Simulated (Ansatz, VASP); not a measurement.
# One calculation of Si, two programs

INCAR

```
SYSTEM = Si
  PREC = Accurate
  ENCUT = 600
  EDIFF = 1E-6
  ISMEAR = -1
  SIGMA = 0.05
  LREAL = .FALSE.
  LASPH = .TRUE.
  NELM = 80
  ALGO = Normal
  ISIF = 3
  LWAVE = .FALSE.
  LCHARG = .FALSE.
  GGA = PS
  IBRION = 2
  NSW = 100
  EDIFFG = -0.002
```

The input KPOINTS:

```
regular mesh
0
G
  12 12 12
  0 0 0
```

POSCAR

```
Si
1.0
    2.7135600000      2.7135600000      0.0000000000
   -2.7135600000      2.7135600000      0.0000000000
    0.0000000000      2.7135600000      2.7135600000
Si
2
Direct
    0.2500000000      0.7500000000      0.5000000000
    0.0000000000      0.0000000000      0.0000000000
```

Input for Ansatz:

```yaml
crystal:
  lattice:
    - [2.71356, 2.71356, 0.0]
    - [-2.71356, 2.71356, 0.0]
    - [0.0, 2.71356, 2.71356]
  atoms:
    - { symbol: Si, position: [0.25, 0.75, 0.5] }
    - { symbol: Si, position: [0.0, 0.0, 0.0] }
kpoints:
  mp_grid: { grid: [12, 12, 12] }
scf:
  occupations: { method: fermi_dirac, width: 0.05 }
hamiltonian:
  xc: pbesol
  pseudopotentials: { kind: paw }
relax:
  f_tol: 0.002
  max_steps: 80
  cell: {}
output:
  forces: true
  stress: true
```

Alike in both runs: task relaxation of cell and atoms; functional PBEsol; k mesh 12 × 12 × 12; occupations fermi-dirac, width 0.05 eV; no spin polarisation.

```csv
,VASP,Ansatz
version,VASP 6.6.1,Ansatz 0.2.0
potentials or method,"VASP PAW PBE potentials, release 64 (Si)","PAW with Ansatz's default frozen-core files, scalar-relativistic"
plane-wave cutoff (eV),600,420
valence electrons in the cell,8,8
```

```tsv
	VASP	Ansatz	Ansatz less VASP
relaxed volume (Å³/atom)	20.08	20.05	-0.023
relaxed cell length with the largest relative difference (Å)	3.844	3.842	-0.0015
```

VASP's potentials were made for PBE, not for PBEsol.
